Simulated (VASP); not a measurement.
# SiP5 in VASP: notebook, part 2 of 2

VASP 6.6.1. The steps go on from the part before.

## (4) Single point, PBE

This run uses another cell than the first one, of 24.15 Å³/atom, 1.522 times its volume.

INCAR

```
SYSTEM = SiP5
ALGO = Normal
EDIFF = 1E-6
ENCUT = 500
GGA = PE
GGA_COMPAT = .False.
ISIF = 2
ISMEAR = 0
LASPH = .True.
LCHARG = .True.
LELF = .True.
LREAL = .False.
LVHAR = .True.
LWAVE = .False.
NBANDS = 24
NELM = 120
PREC = Accurate
SIGMA = 0.2
```

KPOINTS

```
k-points
0
Gamma
  4 4 2
  0 0 0
```

POSCAR

```
SiP5
1.0
    4.7621892589      0.0000000000      0.0000000000
   -2.3810946294      4.1241768758      0.0000000000
    0.0000000000      0.0000000000      7.3787780708
Si P
1 5
Direct
    0.0000000000      0.0000000000      0.5000000000
    0.5000000000      0.0000000000      0.5000000000
    0.0000000000      0.5000000000      0.5000000000
    0.5000000000      0.5000000000      0.5000000000
    0.3333333333      0.6666666667     -0.0009482406
    0.6666666667      0.3333333333      1.0009482406
```

Potentials or basis: VASP PAW PBE potentials, release 64 (Si, P).

Command:

```console
$ cat potpaw_PBE.64/Si/POTCAR potpaw_PBE.64/P/POTCAR > POTCAR
$ mpirun -np 1 vasp_std > vasp.out
```

OUTCAR:

```text
SYSTEM = SiP5
   EDIFF = 1E-6
   ENCUT = 500
   GGA = PE
   ISIF = 2
   ISMEAR = 0
   LASPH = .True.
   LREAL = .False.
   NELM = 120
   PREC = Accurate

 ion  position               nearest neighbor table
   1  0.000  0.000  0.500-   3 2.38   3 2.38   4 2.38   4 2.38   2 2.38   2 2.38
   2  0.500  0.000  0.500-   4 2.38   4 2.38   3 2.38   3 2.38   1 2.38   1 2.38
   3  0.000  0.500  0.500-   1 2.38   1 2.38   2 2.38   2 2.38   4 2.38   4 2.38
   4  0.500  0.500  0.500-   2 2.38   2 2.38   1 2.38   1 2.38   3 2.38   3 2.38
[... 407 lines left out ...]
  -------------------------------------------------------------------------------------
  Total        0.4079608      0.4079608     -0.0323617      0.0000000      0.0000000      0.0000000
  in kB        4.5102505      4.5102505     -0.3577780      0.0000000      0.0000000      0.0000000
  external PRESSURE =       2.8875743 kB  Pullay stress =       0.0000000 kB

 VOLUME and BASIS-vectors are now :
 -----------------------------------------------------------------------------
  energy-cutoff  :      500.00
  volume of cell :      144.92
      direct lattice vectors                 reciprocal lattice vectors
     4.762189259  0.000000000  0.000000000     0.209987454  0.121236313  0.000000000
    -2.381094629  4.124176876  0.000000000     0.000000000  0.242472627  0.000000000
     0.000000000  0.000000000  7.378778071     0.000000000  0.000000000  0.135523794

 POSITION                                       TOTAL-FORCE (eV/Angst)
 -----------------------------------------------------------------------------------
      0.00000      0.00000      3.68939        -0.000000      0.000000      0.000000
      2.38109      0.00000      3.68939        -0.000000      0.000000      0.000000
     -1.19055      2.06209      3.68939        -0.000000      0.000000      0.000000
      1.19055      2.06209      3.68939        -0.000000      0.000000      0.000000
     -0.00000      2.74945      7.37178        -0.000000      0.000000      0.027529
      2.38109      1.37473      0.00700         0.000000      0.000000     -0.027529
 -----------------------------------------------------------------------------------
    total drift:                                0.000000     -0.000000      0.000000

  FREE ENERGIE OF THE ION-ELECTRON SYSTEM (eV)
  ---------------------------------------------------
  free  energy   TOTEN  =       -25.7417000499 eV

  energy  without entropy=      -25.6584572213  energy(sigma->0) =      -25.70007864
```

OSZICAR:

```text
N       E                     dE             d eps       ncg     rms          rms(c)
DAV:   1     0.100169241152E+03    0.10017E+03   -0.10863E+04   384   0.947E+02
DAV:   2    -0.185365175737E+02   -0.11871E+03   -0.11172E+03   504   0.164E+02
DAV:   3    -0.259995396483E+02   -0.74630E+01   -0.72097E+01   504   0.402E+01
DAV:   4    -0.261387592919E+02   -0.13922E+00   -0.13897E+00   480   0.650E+00
DAV:   5    -0.261425157500E+02   -0.37565E-02   -0.37559E-02   528   0.101E+00    0.110E+01
DAV:   6    -0.258259692602E+02    0.31655E+00   -0.35999E-01   464   0.224E+00    0.646E+00
DAV:   7    -0.257408245683E+02    0.85145E-01   -0.22108E-01   472   0.185E+00    0.125E+00
DAV:   8    -0.257413864292E+02   -0.56186E-03   -0.28812E-02   488   0.624E-01    0.241E-01
DAV:   9    -0.257416164406E+02   -0.23001E-03   -0.76773E-03   488   0.243E-01    0.137E-01
DAV:  10    -0.257417082348E+02   -0.91794E-04   -0.42379E-03   472   0.167E-01    0.531E-02
DAV:  11    -0.257416809091E+02    0.27326E-04   -0.25309E-04   472   0.587E-02    0.216E-02
DAV:  12    -0.257416893150E+02   -0.84059E-05   -0.93300E-05   472   0.285E-02    0.623E-03
DAV:  13    -0.257416991969E+02   -0.98819E-05   -0.13243E-05   464   0.149E-02    0.322E-03
DAV:  14    -0.257417000499E+02   -0.85303E-06   -0.17858E-06   408   0.504E-03
   1 F= -.25741700E+02 E0= -.25700079E+02  d E =-.832428E-01
```

stdout:

```text
POSCAR found type information on POSCAR SiP
 POSCAR found :  2 types and       6 ions
 scaLAPACK will be used
 LDA part: xc-table for (Slater+PW92), standard interpolation
 POSCAR, INCAR and KPOINTS ok, starting setup
 FFT: planning ... GRIDC
 FFT: planning ... GRID_SOFT
 FFT: planning ... GRID
 WAVECAR not read
 entering main loop
```

It took 53 s on 1 thread of Intel Xeon 8259CL, shared host; peak memory 0.24 GiB.

What came out:

- Free energy: -25.7417 eV
- Pressure: 0.3 GPa
- Largest force: 0.028 eV/Å

Forces on the atoms (eV/Å):
```
Si   0.000  0.000  0.000
P    0.000  0.000  0.000
P    0.000  0.000  0.000
P    0.000  0.000  0.000
P    0.000  0.000  0.028
P    0.000  0.000 -0.028
```

Levels at points of the mesh, in eV from the Fermi level:
```csv
k point,band 11,band 12,band 13,band 14,band 15,band 16,band 17,band 18
"(0.00, 0.00, 0.00)",-2.20,-2.20,-1.17,1.09,1.09,1.37,1.51,1.51
"(0.50, 0.00, 0.00)",-1.30,-1.16,-1.01,-0.68,-0.19,0.24,0.31,1.57
"(0.00, 0.00, 0.50)",-2.25,-2.25,-2.08,1.24,1.24,1.45,1.45,1.61
"(0.50, 0.00, 0.50)",-1.31,-1.10,-1.05,-1.01,-0.69,-0.03,0.50,1.33
```

Caveat: the k points lie up to 0.43 Å⁻¹ apart; this functional lacks dispersion, which binds the layers, so the pressure and a relaxed spacing across them are unreliable.

## (5) Overview

| cell | k mesh | gap on the mesh (eV) | pressure (GPa) | largest force (eV/Å) |
| --- | --- | --- | --- | --- |
| a = 4.613, b = 4.613, c = 5.165 Å, angles 90.0, 90.0, 120.0°, 6 atoms | 4 × 4 × 3 | none | -0.2 | 0.06 |
| a = 4.720, b = 4.720, c = 4.951 Å, angles 90.0, 90.0, 120.0°, 6 atoms | 3 × 3 × 4 | none | -0.1 | - |
| a = 4.762, b = 4.762, c = 7.379 Å, angles 90.0, 90.0, 120.0°, 6 atoms | 4 × 4 × 2 | none | 0.3 | 0.03 |

Alike in all rows: task single point; level PBE; potentials or basis VASP PAW PBE potentials, release 64 (Si, P); no spin polarisation; cutoff (eV) 500; smearing gaussian 0.2 eV.

Caveats: all runs use coarse meshes; this functional lacks dispersion, which binds the layers, so the pressure and a relaxed spacing across them are unreliable (some runs).

Total energies depend on the potentials used, so only differences within one code and one set of settings carry meaning.
